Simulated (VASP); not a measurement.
Crystal: LuH3.

```
Lu H
1.0
    -1.67408    1.67408    2.78220
     1.67408   -1.67408    2.78220
     1.67408    1.67408   -2.78220
Lu H
1 3
Direct
  0.00000 0.00000 0.00000
  0.75000 0.25000 0.50000
  0.25000 0.75000 0.50000
  0.50000 0.50000 0.00000
```

Base run:

- Program: VASP 6.6.1
- Functional: r2SCAN
- Potentials or basis: VASP PAW PBE potentials, release 64 (Lu, H)
- Cutoff: 660 eV
- k mesh: 8 × 8 × 8
- Occupations: methfessel-paxton, width 0.05 eV
- Spin: no spin polarisation

Its results: band gap on the k mesh 0.29 eV (least direct gap 0.59 eV); pressure 0.9 GPa.

After a change of settings the same cell gave: band gap on the k mesh 0.36 eV (least direct gap 0.59 eV); pressure 1.1 GPa. Which change was it?
A. k mesh from 8 × 8 × 8 to 5 × 5 × 5
B. k mesh from 8 × 8 × 8 to 6 × 6 × 6
C. k mesh from 8 × 8 × 8 to 3 × 3 × 3

B.

Caveats: the PAW data sets were made with another functional, which shifts forces and pressure a little; spin-orbit coupling is left out, which moves the levels of the heavy elements.
